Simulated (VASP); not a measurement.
HfN: single point with PBEsol+U

Crystal: HfN.

```xyz
2
Lattice="0.0000 2.4548 2.4548 2.4548 0.0000 2.4548 2.4548 2.4548 0.0000" Properties=species:S:1:pos:R:3 pbc="T T T"
Hf    0.0000    0.0000    0.0000
N     1.2274    1.2274    1.2274
```

```json
{"Program": "VASP 6.6.1", "Task": "single point", "Functional": "PBEsol", "Potentials or basis": "VASP PAW PBE potentials, release 64 (Hf_pv, N)", "Cutoff": "520 eV", "k mesh": "9 × 9 × 9", "Occupations": "fermi-dirac, width 0.05 eV", "Spin": "no spin polarisation", "Hubbard terms": "Hf d U = 3.0 eV"}
```

```json
{
 "Pressure": "2.9 GPa"
}
```

Levels at points of the mesh, in eV from the Fermi level:
```csv
k point,band 6,band 7,band 8,band 9,band 10,band 11
"(0.00, 0.00, 0.00)",-5.40,-5.40,-1.01,2.76,2.76,6.62
```

Eigenvalues of the final occupation matrices:
```csv
site,spin,trace,eigenvalues
site 1 d,1,0.79,0.08 0.08 0.21 0.21 0.21
site 1 d,2,0.79,0.08 0.08 0.21 0.21 0.21
```

It took 29 s on 1 thread of Intel Xeon 8259CL, with other jobs on the host, peak memory 0.16 GiB.

Caveat: the PAW data sets were made with another functional, which shifts forces and pressure a little; spin-orbit coupling is left out, which moves the levels of the heavy elements; U without spin polarisation on a metal has little footing.
